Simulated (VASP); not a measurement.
## C: single point with PBE

Crystal: C.

```xyz
2
Lattice="0.0000 2.1270 3.3480 1.2280 0.0000 3.3480 1.2280 2.1270 0.0000" Properties=species:S:1:pos:R:3 pbc="T T T"
C     1.2280    0.7090    3.3480
C     1.2280    3.5450    3.3480
```

```
Program                : VASP 6.6.1
Task                   : single point
Functional             : PBE
Potentials or basis    : VASP PAW PBE potentials, release 64 (C)
Cutoff                 : 520 eV
k mesh                 : 11 × 11 × 11
Occupations            : fermi-dirac, width 0.1 eV
Spin                   : no spin polarisation
Dipole correction      : no
Further INCAR settings : ALGO = Normal; EDIFF = 1e-07; NBANDS = 11
```

* Pressure: 5.1 GPa
* Largest force: 0.032 eV/Å
* Band gap on the k mesh: 0.69 eV, indirect (least direct gap 0.82 eV)

Forces in eV/Å, atoms in the order of the input:
```
C    0.000  0.032  0.000
C    0.000 -0.032  0.000
```

Stress tensor (GPa, compression positive):
```
5.63 0.00 0.00
0.00 5.64 0.00
0.00 0.00 3.91
```

Levels at points of the mesh, in eV from the valence-band top:
```
           k point  band 1  band 2  band 3  band 4  band 5  band 6  band 7  band 8
(0.00, 0.00, 0.00)  -19.67   -6.54   -2.94   -2.91    4.33    8.47    8.54   11.59
```

Run time: 46 s on 1 thread of Intel Xeon 8259CL, on a shared host, peak memory 0.16 GiB.

A k mesh can miss the band edges.
